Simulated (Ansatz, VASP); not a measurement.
# RbGe6 in VASP and in Ansatz

```
Rb Ge
1.0
    -3.59760    3.59760    3.59760
     3.59760   -3.59760    3.59760
     3.59760    3.59760   -3.59760
Rb Ge
1 6
Direct
  0.00000 0.00000 0.00000
  0.50000 0.75000 0.25000
  0.75000 0.25000 0.50000
  0.75000 0.50000 0.25000
  0.50000 0.25000 0.75000
  0.25000 0.75000 0.50000
  0.25000 0.50000 0.75000
```

Alike in both runs: functional PBE; k mesh 4 × 4 × 4; occupations gaussian, width 0.1 eV; no spin polarisation.

Ansatz relaxed the structure, and its values are those at the end. VASP's run is a single point on that final structure, the one shown.

|  | VASP | Ansatz |
| --- | --- | --- |
| version | VASP 6.6.1 | Ansatz 0.2.0 |
| potentials or method | VASP PAW PBE potentials, release 64 (Rb_sv, Ge_d), cutoff 520 eV | scalar-relativistic, plane waves, PAW |
| valence electrons in the cell | 93 | 93 |

```csv
,VASP,Ansatz,Ansatz less VASP
gap on the k mesh at the Fermi level (eV),none,none,-
pressure (GPa),0.2,0.2,0.00
```

A gap of «none» marks a metal or a gap that the smearing closes.
